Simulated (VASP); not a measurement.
# TaNi3 (Fmmm) in VASP: single point with LDA+U

Aim: the single point of TaNi3 with LDA+U.

Everything below comes from runs of VASP 6.6.1. Logs are shortened: lines on timing, memory, paths and dates and some standing lists are left out, and cuts for length are marked.

**1. The cell of the first run**

It takes space group Fmmm (No. 69, orthorhombic). The conventional cell has a = 5.093 Å, b = 5.102 Å, c = 7.409 Å, α = 90.00°, β = 90.00°, γ = 90.00°. Ta (site symmetry mmm) has 12 Ni at 2.55 to 2.58 Å within 3.4 Å. Within 3.4 Å of Ni (site symmetry mmm) lie 4 Ta at 2.55 Å and 8 Ni at 2.58 Å. Ni (site symmetry 222) has 8 Ni at 2.55 to 2.58 Å and 4 Ta at 2.58 Å within 3.4 Å.

**2. Single point, LDA+U, collinear spin, ferromagnetic start**

The input, POSCAR:

```
TaNi3
1.0
    0.0000000000      2.5511481569      3.7045443348
    2.5463897099      0.0000000000      3.7045443348
    2.5463897099      2.5511481569      0.0000000000
Ta Ni
1 3
Direct
    0.0000000000      0.0000000000      0.0000000000
    0.5000000000      0.5000000000      0.5000000000
    0.2500000000      0.2500000000      0.2500000000
    0.7500000000      0.7500000000      0.7500000000
```

The input, INCAR.step1:

```
SYSTEM = TaNi3
PREC = Accurate
ENCUT = 510
EDIFF = 1E-6
ISMEAR = -1
SIGMA = 0.05
LREAL = .False.
LASPH = .True.
NELM = 200
ALGO = Normal
ISIF = 2
LWAVE = .False.
LCHARG = .True.
ISPIN = 2
MAGMOM = 0.6 1.5 1.5 1.5
LMAXMIX = 4
LDAU = .True.
LDAUTYPE = 2
LDAUL = 2 2
LDAUU = 4 4
LDAUJ = 0 0
LDAUPRINT = 1
GGA = CA
NBANDS = 46
GGA_COMPAT = .False.
NEDOS = 2001
LORBIT = 11
```

The input, KPOINTS.step1:

```
regular mesh
0
Gamma
  8 8 8
  0 0 0
```

The input, INCAR.step2:

```
SYSTEM = TaNi3
PREC = Accurate
ENCUT = 510
EDIFF = 1E-6
ISMEAR = -5
SIGMA = 0.05
LREAL = .False.
LASPH = .True.
NELM = 200
ALGO = Normal
ISIF = 2
LWAVE = .False.
LCHARG = .False.
ISPIN = 2
MAGMOM = 0.6 1.5 1.5 1.5
LORBIT = 11
LMAXMIX = 4
LDAU = .True.
LDAUTYPE = 2
LDAUL = 2 2
LDAUU = 4 4
LDAUJ = 0 0
LDAUPRINT = 1
GGA = CA
NEDOS = 1001
ICHARG = 11
GGA_COMPAT = .False.
```

The input, KPOINTS.step2:

```
regular mesh
0
Gamma
  12 12 12
  0 0 0
```

Potentials or basis: VASP PAW LDA potentials, release 64 (Ta_sv_GW, Ni_sv_GW).

Started as:

```console
$ cat potpaw_LDA.64/Ta_sv_GW/POTCAR potpaw_LDA.64/Ni_sv_GW/POTCAR > POTCAR
$ cp INCAR.step1 INCAR
$ cp KPOINTS.step1 KPOINTS
$ mpirun -np 1 vasp_std > vasp.out
$ cp INCAR.step2 INCAR
$ cp KPOINTS.step2 KPOINTS
$ mpirun -np 1 vasp_std > vasp.out
```

OUTCAR:

```text
SYSTEM = TaNi3
   PREC = Accurate
   ENCUT = 510
   EDIFF = 1E-6
   ISMEAR = -5
   LREAL = .False.
   LASPH = .True.
   NELM = 200
   ISIF = 2
   ISPIN = 2
   LORBIT = 11
   GGA = CA
   ICHARG = 11

 ion  position               nearest neighbor table
   1  0.000  0.000  0.000-   2 2.55   2 2.55   2 2.55   2 2.55   3 2.58   4 2.58   4 2.58   3 2.58
                             3 2.58   4 2.58   4 2.58   3 2.58
   2  0.500  0.500  0.500-   1 2.55   1 2.55   1 2.55   1 2.55   4 2.58   3 2.58   3 2.58   3 2.58
                             4 2.58   4 2.58   3 2.58   4 2.58
   3  0.250  0.250  0.250-   4 2.55   4 2.55   4 2.55   4 2.55   2 2.58   1 2.58   1 2.58   2 2.58
                             1 2.58   2 2.58   2 2.58   1 2.58
   4  0.750  0.750  0.750-   3 2.55   3 2.55   3 2.55   3 2.55   1 2.58   2 2.58   2 2.58   1 2.58
                             1 2.58   2 2.58   1 2.58   2 2.58

  LATTYP: Found a face centered orthorhombic cell.
 ALAT       =     5.0927794198
 B/A-ratio  =     1.0018687034
 C/A-ratio  =     1.4548222216

  Lattice vectors:

 A1 = (   0.0000000000,   2.5511481569,   3.7045443348)
 A2 = (   2.5463897099,   0.0000000000,   3.7045443348)
 A3 = (   2.5463897099,   2.5511481569,   0.0000000000)

Analysis of symmetry for initial positions (statically):
=====================================================================
 Subroutine PRICEL returns:
 Original cell was already a primitive cell.

 Routine SETGRP: Setting up the symmetry group for a
 face centered orthorhombic supercell.

 Subroutine GETGRP returns: Found  8 space group operations
 (whereof  8 operations were pure point group operations)
 out of a pool of  8 trial point group operations.

The static configuration has the point symmetry D_2h.

Analysis of symmetry for dynamics (positions and initial velocities):
=====================================================================
 Subroutine PRICEL returns:
 Original cell was already a primitive cell.

 Routine SETGRP: Setting up the symmetry group for a
 face centered orthorhombic supercell.

 Subroutine GETGRP returns: Found  8 space group operations
 (whereof  8 operations were pure point group operations)
 out of a pool of  8 trial point group operations.

The dynamic configuration has the point symmetry D_2h.

Analysis of structural, dynamic, and magnetic symmetry:
=====================================================================
 Subroutine PRICEL returns:
 Original cell was already a primitive cell.

 Routine SETGRP: Setting up the symmetry group for a
 face centered orthorhombic supercell.

 Subroutine GETGRP returns: Found  8 space group operations
 (whereof  8 operations were pure point group operations)
 out of a pool of  8 trial point group operations.

The overall configuration has the point symmetry D_2h.

 Subroutine INISYM returns: Found  8 space group operations
 (whereof  8 operations are pure point group operations),
 and found     1 'primitive' translations

----------------------------------------------------------------------------------------

                                     Primitive cell

  volume of cell :      48.1311

  direct lattice vectors                    reciprocal lattice vectors
     0.000000000  2.551148157  3.704544335    -0.196356433  0.195990185  0.134969366
     2.546389710  0.000000000  3.704544335     0.196356433 -0.195990185  0.134969366
     2.546389710  2.551148157  0.000000000     0.196356433  0.195990185 -0.134969366

  length of vectors
     4.498000183  4.495303025  3.604505163     0.308520228  0.308520228  0.308520228

  position of ions in fractional coordinates (direct lattice)
     0.000000000  0.000000000  0.000000000
     0.500000000  0.500000000  0.500000000
     0.250000000  0.250000000  0.250000000
     0.750000000  0.750000000  0.750000000

  ion indices of the primitive-cell ions
   primitive index   ion index
                 1           1
                 2           2
                 3           3
                 4           4

----------------------------------------------------------------------------------------

 KPOINTS: regular mesh

Automatic generation of k-mesh.
 Grid dimensions read from file:
[... 28 lines left out ...]
  0.333333 -0.000000 -0.000000      8.000000
  0.416667  0.000000 -0.000000      8.000000
[... 16 lines left out ...]
  0.500000  0.166667 -0.000000      8.000000
 -0.416667  0.166667 -0.000000      8.000000
 [... further k-points ...]
   k-points           NKPTS =    280   k-points in BZ     NKDIM =    280   number of bands    NBANDS=     43
   number of dos      NEDOS =   1001   number of ions     NIONS =      4
   total plane-waves  NPLWV =  36288
   dimension x,y,z NGX =    36 NGY =   36 NGZ =   28
   dimension x,y,z NGXF=    72 NGYF=   72 NGZF=   56
   ions per type =               1   3
   NGX,Y,Z   is equivalent  to a cutoff of  13.31, 13.31, 12.91 a.u.
   NGXF,Y,Z  is equivalent  to a cutoff of  26.61, 26.63, 25.83 a.u.
 SYSTEM =  TaNi3
   PREC   = accura    normal or accurate (medium, high low for compatibility)
   ISTART =      0    job   : 0-new  1-cont  2-samecut
   ICHARG =     11    charge: 1-file 2-atom 10-const
   ISPIN  =      2    spin polarized calculation?
   LNONCOLLINEAR =      F non collinear calculations
   LSORBIT =      F    spin-orbit coupling
   LASPH  =      T    aspherical Exc in radial PAW
   ENCUT  =  510.0 eV  37.48 Ry    6.12 a.u.   8.28  8.28  6.64*2*pi/ulx,y,z
   NELM   =    200;   NELMIN=  2; NELMDL=  0     # of ELM steps
   EDIFF  = 0.1E-05   stopping-criterion for ELM
   LREAL  =      F    real-space projection
   EDIFFG = 0.1E-04   stopping-criterion for IOM
   NSW    =      0    number of steps for IOM
   IBRION =     -1    ionic relax: 0-MD 1-quasi-New 2-CG
   NFREE  =      0    steps in history (QN), initial steepest desc. (CG)
   ISIF   =      2    stress and relaxation
   ISYM   =      2    0-nonsym 1-usesym 2-fastsym
   POTIM  = 0.5000    time-step for ionic-motion
   TEBEG  =    0.0;   TEEND  =   0.0 temperature during run
   PSTRESS=    0.0 pullay stress
   NELECT =      67.0000    total number of electrons
   NUPDOWN=      -1.0000    fix difference up-down
   EMIN   =  10.00;   EMAX   =-10.00  energy-range for DOS
   EFERMI =   0.00;   METHOD = LEGACY
   ISMEAR =    -5;   SIGMA  =   0.05  broadening in eV -4-tet -1-fermi 0-gaus
   EFERMI_NEDOS =   21; number of points for ismear=-14 and -15
   IALGO  =     38    algorithm
   IMIX   =      4    mixing-type and parameters
     AMIX     =   0.40;   BMIX     =  1.00
     AMIX_MAG =   1.60;   BMIX_MAG =  1.00
  volume/ion in A,a.u.               =      12.03        81.20
  Fermi-wavevector in a.u.,A,eV,Ry     =   1.827923  3.454274 45.461198  3.341304
  Thomas-Fermi vector in A             =   2.882922
   LORBIT       =     11    0 simple, 1 ext, 2 COOP (PROOUT), +10 PAW based schemes
 LDA+U is selected, type is set to LDAUTYPE =  2
   angular momentum for each species LDAUL =     2    2
   U (eV)           for each species LDAUU =   4.0  4.0
   J (eV)           for each species LDAUJ =   0.0  0.0
   GGA     = CA    functional components
   LHFCALC =     F    Hartree Fock is set to
   AEXX    =    0.0000 exact exchange contribution
   IVDW    =     0    specifies the selected vdW correction
   LEPSILON=     F    determine dielectric tensor
   LRPA    =     F    only Hartree local field effects (RPA)
 spin polarized calculation
 Fermi weights with tetrahedron method with Bloechl corrections
  energy-cutoff  :      510.00
  volume of cell :       48.13
 maximum number of plane-waves:      1289
 NGX is ok and might be reduce to    36

atom =   1  type =  1  l = 2

 onsite density matrix

spin component  1
[... 116 lines left out ...]
  o =  0.7494  v =  0.0000 -0.0000  0.0008  0.0000  1.0000  0.0000  0.0000  0.0000  0.0000  0.0000      0.0000  0.0000  0.0000  0.0000  0.0000  0.0000  0.0000  0.0000  0.0000  0.0000
  o =  0.7494  v =  0.0000  0.0000  0.0000  0.0000  0.0000  0.0000  0.0000  0.0008 -0.0000  1.0000      0.0000  0.0000  0.0000  0.0000  0.0000  0.0000  0.0000  0.0000  0.0000  0.0000
  o =  0.7939  v =  0.0000  0.0000  0.0000  0.0000  0.0000  0.0000 -0.0000  1.0000  0.0000 -0.0008      0.0000  0.0000  0.0000  0.0000  0.0000  0.0000  0.0000  0.0000  0.0000  0.0000
  o =  0.7939  v =  0.0000 -0.0000  1.0000 -0.0000 -0.0008  0.0000  0.0000  0.0000  0.0000  0.0000      0.0000  0.0000  0.0000  0.0000  0.0000  0.0000  0.0000  0.0000  0.0000  0.0000
  o =  0.8016  v =  0.0000  0.0000  0.0000  0.0000  0.0000  0.0000 -1.0000 -0.0000  0.0000  0.0000      0.0000  0.0000  0.0000  0.0000  0.0000  0.0000  0.0000  0.0000  0.0000  0.0000
  o =  0.8016  v =  0.0000 -1.0000 -0.0000  0.0000 -0.0000  0.0000  0.0000  0.0000  0.0000  0.0000      0.0000  0.0000  0.0000  0.0000  0.0000  0.0000  0.0000  0.0000  0.0000  0.0000
  o =  0.8018  v =  0.0000  0.0000  0.0000  0.0000  0.0000  0.0000  0.0000 -0.0000  1.0000  0.0000      0.0000  0.0000  0.0000  0.0000  0.0000  0.0000  0.0000  0.0000  0.0000  0.0000
  o =  0.8018  v =  0.0000  0.0000  0.0000  1.0000 -0.0000  0.0000  0.0000  0.0000  0.0000  0.0000      0.0000  0.0000  0.0000  0.0000  0.0000  0.0000  0.0000  0.0000  0.0000  0.0000
  o =  0.8459  v =  0.0000  0.0000  0.0000  0.0000  0.0000  1.0000  0.0000  0.0000  0.0000  0.0000      0.0000  0.0000  0.0000  0.0000  0.0000  0.0000  0.0000  0.0000  0.0000  0.0000
  o =  0.8459  v =  1.0000  0.0000  0.0000  0.0000  0.0000  0.0000  0.0000  0.0000  0.0000  0.0000      0.0000  0.0000  0.0000  0.0000  0.0000  0.0000  0.0000  0.0000  0.0000  0.0000

 number of electron      66.9999960 magnetization       0.0000432

 Free energy of the ion-electron system (eV)
  ---------------------------------------------------
  ext. energy  EPLUGINS =         0.00000000
  ---------------------------------------------------
  free energy    TOTEN  =       -26.04846723 eV

  energy without entropy =      -26.04846723  energy(sigma->0) =      -26.04846723

 E-fermi :   9.3833     XC(G=0): -14.2352

 val. band max:        9.3772148729   @ k =   0.5000   0.1667   0.1667
 cond. band min:       9.3857688848   @ k =  -0.0833   0.2500   0.1667
 fundamental gap:      0.0085540119
 Fermi energy:         9.3832519467

 spin component 1

 k-point     1 :       0.0000    0.0000    0.0000
  band No.  band energies     occupation
      1     -91.7844      1.00000
      2     -91.7615      1.00000
      3     -91.7572      1.00000
      4     -59.4377      1.00000
      5     -52.9360      1.00000
      6     -52.9303      1.00000
[... 2201 lines left out ...]
     42      19.6152      0.00000
     43      21.4028      0.00000

 [... further k-points ...]

------------------------ aborting loop because EDIFF is reached ----------------------------------------

  FORCE on cell =-STRESS in cart. coord.  units (eV):
  Direction    XX          YY          ZZ          XY          YZ          ZX
  --------------------------------------------------------------------------------------
  -------------------------------------------------------------------------------------
  Total       -2.9211319     -3.0412123     -3.0172585     -0.0000000      0.0000000      0.0000000
  in kB      -97.2380876   -101.2353003   -100.4379318     -0.0000000      0.0000000      0.0000000
  external PRESSURE =     -99.6371065 kB  Pullay stress =       0.0000000 kB

 VOLUME and BASIS-vectors are now :
 -----------------------------------------------------------------------------
  energy-cutoff  :      510.00
  volume of cell :       48.13
      direct lattice vectors                 reciprocal lattice vectors
     0.000000000  2.551148157  3.704544335    -0.196356433  0.195990185  0.134969366
     2.546389710  0.000000000  3.704544335     0.196356433 -0.195990185  0.134969366
     2.546389710  2.551148157  0.000000000     0.196356433  0.195990185 -0.134969366

 POSITION                                       TOTAL-FORCE (eV/Angst)
 -----------------------------------------------------------------------------------
      0.00000      0.00000      0.00000         0.000000      0.000000      0.000000
      2.54639      2.55115      3.70454         0.000000      0.000000      0.000000
      1.27319      1.27557      1.85227        -0.000000     -0.000000      0.000000
      3.81958      3.82672      5.55682         0.000000      0.000000     -0.000000
 -----------------------------------------------------------------------------------
    total drift:                                0.000000      0.000000      0.000000

  FREE ENERGIE OF THE ION-ELECTRON SYSTEM (eV)
  ---------------------------------------------------
  free  energy   TOTEN  =       -26.0484672273 eV

  energy  without entropy=      -26.0484672273  energy(sigma->0) =      -26.04846723

 total charge

# of ion       s       p       d       f       tot
--------------------------------------------------
    1        3.810   6.048   2.039   0.066  11.963
    2        2.263   6.319   7.976   0.004  16.562
    3        2.251   6.339   7.951   0.004  16.544
    4        2.251   6.339   7.951   0.004  16.544
--------------------------------------------------
tot         10.575  25.045  25.916   0.078  61.614

 magnetization (x)

# of ion       s       p       d       f       tot
--------------------------------------------------
    1        0.000  -0.000  -0.000  -0.000   0.000
    2        0.000   0.000   0.000  -0.000   0.000
    3        0.000   0.000  -0.000  -0.000  -0.000
    4        0.000   0.000  -0.000  -0.000  -0.000
--------------------------------------------------
tot          0.000   0.000   0.000  -0.000   0.000
```

Wall time 23 min (1 thread of AMD EPYC 9R45 (Zen 5), shared host); peak memory 0.84 GiB.

What came out:

```
Net moment                                            : 0.00 μB per cell
Valence electrons inside the program's atomic spheres : Ta 11.96; Ni 16.56, 16.54 (each value once)
```

Eigenvalues of the final occupation matrices:
| site | spin | trace | eigenvalues |
| --- | --- | --- | --- |
| site 1 d | 1 | 1.04 | 0.17 0.18 0.21 0.24 0.24 |
| site 1 d | 2 | 1.04 | 0.17 0.18 0.21 0.24 0.24 |
| site 2 d | 1 | 4.00 | 0.78 0.79 0.79 0.80 0.84 |
| site 2 d | 2 | 4.00 | 0.78 0.79 0.79 0.80 0.84 |
| site 3 d | 1 | 3.99 | 0.75 0.79 0.80 0.80 0.85 |
| site 3 d | 2 | 3.99 | 0.75 0.79 0.80 0.80 0.85 |
| site 4 d | 1 | 3.99 | 0.75 0.79 0.80 0.80 0.85 |
| site 4 d | 2 | 3.99 | 0.75 0.79 0.80 0.80 0.85 |

Caveat: the moments typed at the start vanished in this run; spin-orbit coupling is left out, which moves the levels of the heavy elements; the U is typed as a test and isn't derived for this compound.
